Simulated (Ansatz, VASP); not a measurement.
Two plane-wave programs on Si3N4

```
CELL_PARAMETERS angstrom
0.00000 3.73215 3.73215
3.73215 0.00000 3.73215
3.73215 3.73215 0.00000
ATOMIC_POSITIONS crystal
Si 0.12500 0.12500 0.62500
Si 0.12500 0.62500 0.12500
Si 0.62500 0.12500 0.12500
Si 0.12500 0.12500 0.12500
Si 0.75000 0.75000 0.75000
Si 0.50000 0.50000 0.50000
N 0.36816 0.36816 0.36816
N 0.35447 0.88184 0.88184
N 0.88184 0.88184 0.35447
N 0.88184 0.35447 0.88184
N 0.36816 0.36816 0.89553
N 0.36816 0.89553 0.36816
N 0.88184 0.88184 0.88184
N 0.89553 0.36816 0.36816
```

Alike in both runs: functional PBE; k mesh 6 × 6 × 6; occupations gaussian, width 0.02 eV; no spin polarisation.

Ansatz relaxed the structure, and its values are those at the end. VASP's run is a single point on that final structure, the one shown.

|  | VASP | Ansatz |
| --- | --- | --- |
| version | VASP 6.6.1 | Ansatz 0.2.0 |
| potentials or method | VASP PAW PBE potentials, release 64 (Si, N), cutoff 520 eV | scalar-relativistic, plane waves, PAW |
| valence electrons in the cell | 64 | 64 |

```csv
,VASP,Ansatz,Ansatz less VASP
gap on the k mesh at the Fermi level (eV),3.85,3.86,+0.015
least direct gap on the mesh (eV),3.85,3.86,+0.015
rms of the force components (eV/Å),0.004,0.000,-0.0039
```

With one functional, cell and mesh, what is left measures potentials, basis and numerics. Ansatz's warnings: stress scf threshold loose.
